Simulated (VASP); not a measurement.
Input of a VASP 6.6.1 run:

Contents of INCAR:

```
SYSTEM = CdSe
  PREC = Accurate
  ENCUT = 600
  EDIFF = 1E-7
  ISMEAR = -1
  SIGMA = 0.05
  LREAL = .FALSE.
  LASPH = .TRUE.
  NELM = 80
  ALGO = Normal
  ISIF = 3
  LWAVE = .FALSE.
  LCHARG = .FALSE.
  GGA = PE
  IBRION = 2
  NSW = 32
  EDIFFG = -0.005
  PSTRESS = 900.0
```

The input KPOINTS:

```
Automatic mesh
0
G
  13 13 13
  0 0 0
```

File POSCAR:

```
CdSe
1.0
    0.0000000000      2.5766273740      2.5766273740
    2.5766273740      0.0000000000      2.5766273740
    2.5766273740      2.5766273740      0.0000000000
Cd Se
1 1
Direct
    0.0000000000      0.0000000000      0.0000000000
    0.2500000000      0.2500000000      0.2500000000
```

Potentials or basis: VASP PAW PBE potentials, release 64 (Cd, Se).

Launch:

```console
$ cat potpaw_PBE.64/Cd/POTCAR potpaw_PBE.64/Se/POTCAR > POTCAR
$ mpirun -np 1 vasp_std > vasp.out
```

(1) Estimate the relaxed volume.

(2) What does it give for the band gap on the k mesh?

Answers

(1) 17.22 Å³/atom.

(2) 1.41 eV, direct.

Caveat: the cell is relaxed towards a set pressure, so the enthalpy falls and the energy may rise.
